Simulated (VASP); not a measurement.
A run of VASP 6.6.1:

File INCAR:

```
PREC     = Accurate       # precision mode
ENCUT    = 450            # plane-wave cutoff, eV
EDIFF    = 1E-7           # SCF threshold, eV
ISMEAR   = 0              # smearing method
SIGMA    = 0.1            # smearing width, eV
LREAL    = F              # projectors in reciprocal space
LASPH    = T              # aspherical terms in the spheres
NELM     = 120            # most SCF steps
ALGO     = Normal         # electronic algorithm
ISIF     = 2              # what is computed and relaxed
LWAVE    = F              # write WAVECAR
LCHARG   = F              # write CHGCAR
LDIPOL   = T            
IDIPOL   = 3            
DIPOL    = 0.5 0.5 0.500
GGA      = PE             # functional
IVDW     = 12             # dispersion correction
IBRION   = 2              # ionic algorithm
NSW      = 70             # ionic steps
EDIFFG   = -0.03          # ionic threshold
GGA_COMPAT= F            
NELMIN   = 4            
NELMDL   = -8
```

Contents of KPOINTS:

```
regular mesh
0
Gamma
  9 9 1
```

POSCAR

```
HgSe
1.0
    4.3646756230      0.0000000000      0.0000000000
   -2.1823378115      3.7799199688      0.0000000000
    0.0000000000      0.0000000000     18.4546784038
Se Hg
2 2
Selective dynamics
Direct
    0.0000000000      0.0000000000      0.3793076122  F F F
    0.3333333333      0.6666666667      0.5724154327  T T T
    0.3333333333      0.6666666667      0.4275845673  F F F
    0.6666666667      0.3333333333      0.6206923878  T T T
```

Potentials or basis: VASP PAW PBE potentials, release 64 (Se, Hg).

Launch:

```bash
$ cat potpaw_PBE.64/Se/POTCAR potpaw_PBE.64/Hg/POTCAR > POTCAR
$ mpirun -np 1 vasp_std > vasp.out
```

Hardware: 1 thread of Intel Xeon 8259CL (shared host).

Q: How long does it take, and how much memory?

A: Run time: 8.8 min on 1 thread of Intel Xeon 8259CL, with other jobs on the host, peak memory 0.38 GiB. Counts: scf iterations 92, k points 12, ion steps 5.
